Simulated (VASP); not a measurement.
Wanted: the native input for a VASP 6.6.1 run.

```yaml
Task: single point
Functional: PBEsol
Potentials_or_basis: VASP PAW PBE potentials, release 64 (V_sv, Al, C)
Cutoff: 520 eV
k_mesh: 11 × 11 × 2
Occupations: fermi-dirac, width 0.05 eV
Spin: collinear spin, ferromagnetic start
Starting_moments: "[3.5, 3.5, 3.5, 3.5, 0.0, 0.0, 0.0, 0.0] μB"
Dipole_correction: no
Further_INCAR_settings: ALGO = Normal; EDIFF = 1e-06; NBANDS = 47
```

The structure of AlV2C lies in POSCAR:

```
AlV2C
1.0
    2.8875990726      0.0000000000      0.0000000000
   -1.4437995363      2.5007341528      0.0000000000
    0.0000000000      0.0000000000     13.1048231100
V Al C
4 2 2
Direct
    0.3333333333      0.6666666667      0.9136157800
    0.6666666667      0.3333333333      0.0863842200
    0.6666666667      0.3333333333      0.4136157800
    0.3333333333      0.6666666667      0.5863842200
    0.6666666667      0.3333333333      0.7500000000
    0.3333333333      0.6666666667      0.2500000000
    0.0000000000      0.0000000000      0.5000000000
    0.0000000000      0.0000000000      0.0000000000
```

These files were run (other wordings do the same):

INCAR

```
PREC = Accurate ; ENCUT = 520
EDIFF = 1E-6 ; ISMEAR = -1
SIGMA = 0.05 ; LREAL = False
LASPH = True ; NELM = 150
ALGO = Normal ; ISIF = 2
LWAVE = False ; LCHARG = True
ISPIN = 2 ; MAGMOM = 3.5 3.5 3.5 3.5 0 0 0 0
LORBIT = 11 ; LMAXMIX = 4
GGA = PS ; LELF = True
LVHAR = True ; NBANDS = 47
```

KPOINTS

```
regular mesh
0
Gamma
  11 11 2
```

Potentials or basis: VASP PAW PBE potentials, release 64 (V_sv, Al, C).

Launch:

```sh
$ cat potpaw_PBE.64/V_sv/POTCAR potpaw_PBE.64/Al/POTCAR potpaw_PBE.64/C/POTCAR > POTCAR
$ mpirun -np 1 vasp_std > vasp.out
```

Results of the run:

The pressure is -3.5 GPa and the largest force is 0.445 eV/Å. The band gap on the k mesh is zero (filled and empty bands overlap), the net moment is 0.00 μB per cell and the valence electrons inside the program's atomic spheres are V 11.73; Al 0.82; C 2.46.

Caveat: the PAW data sets were made with another functional, which shifts forces and pressure a little.

Run time: 2.8 min on 1 thread of Intel(R) Xeon(R) 6975P-C (Granite Rapids), on a shared host, peak memory 0.39 GiB.
